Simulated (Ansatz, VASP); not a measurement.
# Two plane-wave programs on TaS2

```
S Ta
1.0
     3.34571    0.00000    0.00000
    -1.67285    2.89747    0.00000
     0.00000    0.00000   26.16048
S Ta
2 1
Direct
  0.66667 0.33333 0.44113
  0.33333 0.66667 0.55887
  0.00000 0.00000 0.50000
```

Alike in both runs: task single point; functional PBE; k mesh 12 × 12 × 1; occupations gaussian, width 0.05 eV; no spin polarisation.

|  | VASP | Ansatz |
| --- | --- | --- |
| version | VASP 6.6.1 | Ansatz 0.2.0 |
| potentials or method | VASP PAW PBE potentials, release 64 (S, Ta_pv), cutoff 400 eV | plane-wave PAW, scalar-relativistic |
| valence electrons in the cell | 23 | 25 |

Ansatz gave:

* rms of the force components (eV/Å): 0.042

Problem. Estimate VASP's values.

Solution. rms of the force components (eV/Å): 0.047.

With one functional, cell and mesh, what is left measures potentials, basis and numerics. VASP's potentials hold 23 valence electrons a cell and Ansatz's 25, so a difference there can come from the potentials and not from the codes. Ansatz's warnings: slab cell height set.

Spin-orbit coupling is off throughout.
